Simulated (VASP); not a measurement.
# Al in VASP: a series of runs

The runs below take Al through single point, with r2SCAN+D3(BJ).

All numbers are computed with VASP 6.6.1; they aren't measurements. Logs are shortened: lines on timing, memory, paths and dates and some standing lists are left out, and cuts for length are marked.

### 1 The cell of the first run

The cell holds a slab with vacuum, 19 atoms: a = 5.728 Å, b = 8.591 Å, c = 16.677 Å, α = 90.00°, β = 90.00°, γ = 60.00°.

### 2 Single point, r2SCAN+D3(BJ)

File POSCAR:

```
Al
1.0
    5.7275650000      0.0000000000      0.0000000000
    4.2956740000      7.4403250000      0.0000000000
    0.0000000000      0.0000000000     16.6765370000
Al
19
Direct
    0.1666665958      0.1111111410      0.0599644878
    0.6666666831      0.1111111410      0.0599644878
    0.1666667458      0.4444444295      0.0599644878
    0.6666666585      0.4444444295      0.0599644878
    0.1666666204      0.7777778524      0.0599644878
    0.6666667077      0.7777778524      0.0599644878
   -0.1652883679      0.2207364598      0.1979855890
    0.3330556827      0.2230171397      0.1973577008
   -0.1662314812      0.5543557573      0.1968433254
    0.3322587885      0.5565704455      0.1964944521
   -0.1695549543      0.8878215669      0.1969682315
    0.3287556409      0.8879374221      0.1972568406
   -0.0170461132      0.0011706478      0.3362235817
    0.4885284772     -0.0065795513      0.3317564072
    0.0047307263      0.3345822931      0.3363807486
    0.4941829898      0.3478675999      0.3322313260
   -0.0091441895      0.6694991146      0.3341170892
    0.4975082704      0.6676079338      0.3343176704
    0.5777667474      0.1419300904      0.4612958913
```

File INCAR.step1:

```
  ALGO = Normal
  EDIFF = 1E-4
  ENCUT = 520
  GGA = PE
  ISMEAR = 0
  LASPH = True
  LCHARG = False
  LREAL = Auto
  LWAVE = True
  NBANDS = 44
  NELM = 60
  PREC = Accurate
  SIGMA = 0.05
```

File INCAR.step2:

```
  ALGO = Normal
  EDIFF = 1E-6
  ENCUT = 520
  ISIF = 2
  ISMEAR = 0
  ISTART = 1
  IVDW = 12
  LASPH = True
  LCHARG = True
  LELF = True
  LMIXTAU = True
  LREAL = Auto
  LVHAR = True
  LWAVE = False
  METAGGA = R2SCAN
  NBANDS = 44
  NELM = 60
  PREC = Accurate
  SIGMA = 0.05
  VDW_A1 = 0.49484001
  VDW_A2 = 5.73083694
  VDW_S6 = 1.0
  VDW_S8 = 0.78981345
```

File KPOINTS:

```
k-points
0
Gamma
  4 3 1
```

Potentials or basis: VASP PAW PBE potentials, release 64 (Al).

Launch:

```console
cat potpaw_PBE.64/Al/POTCAR > POTCAR
cp INCAR.step1 INCAR
mpirun -np 1 vasp_std > vasp.out
cp INCAR.step2 INCAR
mpirun -np 1 vasp_std > vasp.out
```

OUTCAR:

```text
EDIFF = 1E-6
   ENCUT = 520
   ISIF = 2
   ISMEAR = 0
   ISTART = 1
   IVDW = 12
   LASPH = True
   LREAL = Auto
   METAGGA = R2SCAN
   NELM = 60
   PREC = Accurate
 IVDW          = 12

 ion  position               nearest neighbor table
   1  0.167  0.111  0.060-   8 2.83  12 2.83   7 2.83   2 2.86   4 2.86   5 2.86   3 2.86   6 2.86
                             2 2.86
   2  0.667  0.111  0.060-  11 2.82   8 2.83   7 2.83   1 2.86   4 2.86   3 2.86   5 2.86   6 2.86
                             1 2.86
   3  0.167  0.444  0.060-  10 2.82   9 2.82   8 2.82   4 2.86   2 2.86   1 2.86   5 2.86   6 2.86
                             4 2.86
   4  0.667  0.444  0.060-   9 2.81  10 2.82   7 2.84   3 2.86   2 2.86   1 2.86   5 2.86   3 2.86
                             6 2.86
   5  0.167  0.778  0.060-  12 2.81  10 2.81  11 2.83   6 2.86   2 2.86   1 2.86   3 2.86   4 2.86
                             6 2.86
   6  0.667  0.778  0.060-  11 2.81   9 2.82  12 2.84   5 2.86   2 2.86   1 2.86   3 2.86   5 2.86
                             4 2.86
   7  0.835  0.221  0.198-  16 2.81  13 2.83   1 2.83   2 2.83   4 2.84  12 2.84  15 2.86   8 2.86
                             9 2.86   8 2.86  11 2.87  10 2.88
   8  0.333  0.223  0.197-  14 2.82   3 2.82   2 2.83   1 2.83  15 2.83  16 2.84   9 2.85  10 2.86
                             7 2.86   7 2.86  11 2.86  12 2.89
   9  0.834  0.554  0.197-  17 2.81   4 2.81   3 2.82   6 2.82  18 2.84  15 2.84   8 2.85  11 2.86
[... 4 lines left out ...]
                            10 2.86   8 2.86   7 2.87  12 2.87
  12  0.329  0.888  0.197-  14 2.74   5 2.81  18 2.81   1 2.83  10 2.84   6 2.84   7 2.84  11 2.85
                            11 2.87   9 2.88  13 2.88   8 2.89
  13  0.983  0.001  0.336-  11 2.82   7 2.83  17 2.83  14 2.86  14 2.87  12 2.88  16 2.89  19 2.90
                            18 2.91  15 2.93
  14  0.489  0.993  0.332-  19 2.68  12 2.74  18 2.77  11 2.82   8 2.82  17 2.83  15 2.86  13 2.86
                            13 2.87  16 3.06
  15  0.005  0.335  0.336-   8 2.83  17 2.84   9 2.84  14 2.86   7 2.86  16 2.86  16 2.87  18 2.88
                            13 2.93
  16  0.494  0.348  0.332-  19 2.67  10 2.75  18 2.76   7 2.81  17 2.83   8 2.84  15 2.86  15 2.87
                            13 2.89  14 3.06
  17  0.991  0.669  0.334-  11 2.81   9 2.81  16 2.83  13 2.83  14 2.83  18 2.83  15 2.84  10 2.85
                            18 2.89
  18  0.498  0.668  0.334-  16 2.76  14 2.77  12 2.81  10 2.83  17 2.83   9 2.84  15 2.88  17 2.89
                            13 2.91
  19  0.578  0.142  0.461-  16 2.67  14 2.68  13 2.90

  LATTYP: Found a simple monoclinic cell.
 ALAT       =     5.7275650000
 B/A-ratio  =     2.9116277161
 C/A-ratio  =     1.3228756151
 COS(beta)  =    -0.1889822093

  Lattice vectors:

 A1 = (   5.7275650000,   0.0000000000,   0.0000000000)
 A2 = (   0.0000000000,   0.0000000000, -16.6765370000)
 A3 = (  -1.4318910000,   7.4403250000,   0.0000000000)

Analysis of symmetry for initial positions (statically):
[... 157 lines left out ...]
   EFERMI_NEDOS =   21; number of points for ismear=-14 and -15
   IALGO  =     38    algorithm
   IMIX   =      4    mixing-type and parameters
     AMIX     =   0.40;   BMIX     =  1.00
     AMIX_MAG =   1.60;   BMIX_MAG =  1.00
  volume/ion in A,a.u.               =      37.40       252.41
  Fermi-wavevector in a.u.,A,eV,Ry     =   0.706009  1.334164  6.781815  0.498449
  Thomas-Fermi vector in A             =   1.791675
   LORBIT       =      0    0 simple, 1 ext, 2 COOP (PROOUT), +10 PAW based schemes
   METAGGA = R2SCAN    functional components
   LHFCALC =     F    Hartree Fock is set to
   AEXX    =    0.0000 exact exchange contribution
   IVDW    =    12    specifies the selected vdW correction
   LEPSILON=     F    determine dielectric tensor
   LRPA    =     F    only Hartree local field effects (RPA)
 non-spin polarized calculation
 Gauss-broadening in eV      SIGMA  =   0.05
  energy-cutoff  :      520.00
  volume of cell :      710.67
 maximum number of plane-waves:     19172
 NGX is ok and might be reduce to    48
   NGX = 21   NGY = 31   NGZ = 63

 number of electron      57.0000000 magnetization

 Free energy of the ion-electron system (eV)
  ---------------------------------------------------
  ext. energy  EPLUGINS =         0.00000000
  ---------------------------------------------------
  free energy    TOTEN  =      -122.08797136 eV

  energy without entropy =     -122.07583081  energy(sigma->0) =     -122.08190109

 E-fermi :   1.2677     XC(G=0):  -5.8490

 val. band max:        1.2540452024   @ k =  -0.2500   0.3333   0.0000
 cond. band min:       1.2938715414   @ k =   0.2500   0.3333   0.0000
 fundamental gap:      0.0398263390
 Fermi energy:         1.2676632597

 k-point     1 :       0.0000    0.0000    0.0000
  band No.  band energies     occupation
      1     -10.0562      2.00000
      2      -8.2743      2.00000
      3      -7.2622      2.00000
      4      -7.2426      2.00000
      5      -5.7761      2.00000
      6      -5.4691      2.00000
[... 290 lines left out ...]
     39       3.6220      0.00000
     40       3.8440      0.00000
 [bands above 40 left out]

------------------------ aborting loop because EDIFF is reached ----------------------------------------

 Edisp (eV)   -1.90572

 E8    (eV) :    -0.7094

  FORCE on cell =-STRESS in cart. coord.  units (eV):
  Direction    XX          YY          ZZ          XY          YZ          ZX
  --------------------------------------------------------------------------------------
  -------------------------------------------------------------------------------------
  Total     -15.15996   -12.13915    -0.41002     2.17846    -0.00312     0.01113
  in kB     -34.17755   -27.36723    -0.92438     4.91126    -0.00704     0.02509
  external pressure =      -20.82 kB  Pullay stress =        0.00 kB

 VOLUME and BASIS-vectors are now :
 -----------------------------------------------------------------------------
  energy-cutoff  :      520.00
  volume of cell :      710.67
      direct lattice vectors                 reciprocal lattice vectors
     5.727565000  0.000000000  0.000000000     0.174594265 -0.100802054  0.000000000
     4.295674000  7.440325000  0.000000000     0.000000000  0.134402731  0.000000000
     0.000000000  0.000000000 16.676537000     0.000000000  0.000000000  0.059964488

 POSITION                                       TOTAL-FORCE (eV/Angst)
 -----------------------------------------------------------------------------------
      1.43189      0.82670      1.00000         0.018886      0.009103      0.054541
      4.29567      0.82670      1.00000        -0.042603     -0.013211     -0.031311
      2.86378      3.30681      1.00000         0.037529     -0.059529      0.013675
      5.72757      3.30681      1.00000        -0.024198     -0.040942      0.001341
      4.29567      5.78692      1.00000        -0.035699      0.063177     -0.005412
      7.15946      5.78692      1.00000         0.045891      0.033671      0.016503
[... 11 lines left out ...]
      5.71734      4.96722      5.57526         0.001052      0.003229     -0.008570
      3.91888      1.05601      7.69282         0.001207     -0.000068     -0.008328
 -----------------------------------------------------------------------------------
    total drift:                               -0.003562      0.002507     -0.000888

  FREE ENERGIE OF THE ION-ELECTRON SYSTEM (eV)
  ---------------------------------------------------
  free  energy   TOTEN  =      -123.9936873751 eV

  energy  without entropy=     -123.9815468253  energy(sigma->0) =     -123.98761710
```

OSZICAR.step1:

```text
N       E                     dE             d eps       ncg     rms          rms(c)
DAV:   1     0.161368135682E+03    0.16137E+03   -0.17395E+04   616   0.933E+02
DAV:   2    -0.560315896613E+02   -0.21740E+03   -0.20705E+03   780   0.155E+02
DAV:   3    -0.691711974018E+02   -0.13140E+02   -0.12725E+02   816   0.348E+01
DAV:   4    -0.697107088855E+02   -0.53951E+00   -0.53807E+00   984   0.828E+00
DAV:   5    -0.697259392239E+02   -0.15230E-01   -0.15225E-01   976   0.139E+00    0.667E+00
DAV:   6    -0.664636832420E+02    0.32623E+01   -0.15759E+01   744   0.815E+00    0.364E+00
DAV:   7    -0.662091980234E+02    0.25449E+00   -0.12136E+00   752   0.373E+00    0.203E+00
DAV:   8    -0.660936725839E+02    0.11553E+00   -0.46948E-01   776   0.255E+00    0.115E+00
DAV:   9    -0.660192716549E+02    0.74401E-01   -0.19399E-01   760   0.146E+00    0.468E-01
DAV:  10    -0.660053507099E+02    0.13921E-01   -0.44531E-02   824   0.641E-01    0.275E-01
DAV:  11    -0.660010923833E+02    0.42583E-02   -0.50220E-03   800   0.253E-01    0.202E-01
DAV:  12    -0.659978839495E+02    0.32084E-02   -0.35924E-03   720   0.147E-01    0.851E-02
DAV:  13    -0.659982240712E+02   -0.34012E-03   -0.25125E-03   720   0.116E-01    0.504E-02
DAV:  14    -0.660003855706E+02   -0.21615E-02   -0.10764E-03   680   0.966E-02    0.339E-02
DAV:  15    -0.660018620344E+02   -0.14765E-02   -0.27619E-04   576   0.637E-02    0.158E-02
DAV:  16    -0.660027547017E+02   -0.89267E-03   -0.12008E-04   552   0.359E-02    0.102E-02
DAV:  17    -0.660028887787E+02   -0.13408E-03   -0.19437E-05   484   0.167E-02    0.271E-03
DAV:  18    -0.660029081149E+02   -0.19336E-04   -0.63488E-06   404   0.945E-03
   1 F= -.66002908E+02 E0= -.65997459E+02  d E =-.108974E-01
```

It took 69 min on 1 thread of Intel Xeon 8259CL, shared host; peak memory 0.92 GiB.

What came out:

- Free energy: -123.9937 eV
- Largest force: 0.073 eV/Å
- Band gap on the k mesh: zero (an odd number of electrons rules out a gap without spin polarisation)
- Dispersion energy per atom: -0.100 eV

Forces on the atoms (eV/Å):
```
Al   0.019  0.009  0.055
Al  -0.043 -0.013 -0.031
Al   0.038 -0.060  0.014
Al  -0.024 -0.041  0.001
Al  -0.036  0.063 -0.005
Al   0.046  0.034  0.017
Al   0.000  0.000  0.001
Al  -0.002  0.001  0.000
Al   0.000 -0.001  0.002
Al   0.000  0.003  0.000
Al   0.000  0.002 -0.002
Al   0.001  0.001 -0.001
Al  -0.002  0.000 -0.006
Al  -0.003 -0.002 -0.003
Al   0.004 -0.003 -0.010
Al   0.000  0.005 -0.006
Al   0.000 -0.001 -0.008
Al   0.001  0.003 -0.009
Al   0.001  0.000 -0.008
```

Caveat: there is no dipole correction, which matters where the two faces differ; the PAW data sets were made with another functional, which shifts forces and pressure a little.

(Continued in part 2 of 2.)

The gap in the log of VASP goes by the Fermi energy; the results here count the filled bands.